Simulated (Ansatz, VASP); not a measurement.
# Two plane-wave programs on Zr

```
Zr
1.0
     3.23224    0.00000    0.00000
    -1.61612    2.79921    0.00000
     0.00000    0.00000    5.17065
Zr
2
Cartesian
  0.0000 1.8661 1.2927
  1.6161 0.9331 3.8780
```

Alike in both runs: functional PBE; k mesh 16 × 16 × 9; occupations fermi-dirac, width 0.05 eV; no spin polarisation.

Ansatz relaxed the structure, and its values are those at the end. VASP's run is a single point on that final structure, the one shown.

```csv
,VASP,Ansatz
version,VASP 6.6.1,Ansatz 0.2.0
potentials or method,"VASP PAW PBE potentials, release 64 (Zr_sv)","PAW with Ansatz's default frozen-core files, scalar-relativistic"
plane-wave cutoff (eV),520,420
valence electrons in the cell,24,24
```

|  | VASP | Ansatz | Ansatz less VASP |
| --- | --- | --- | --- |
| pressure (GPa) | 0.0 | 0.0 | -0.03 |
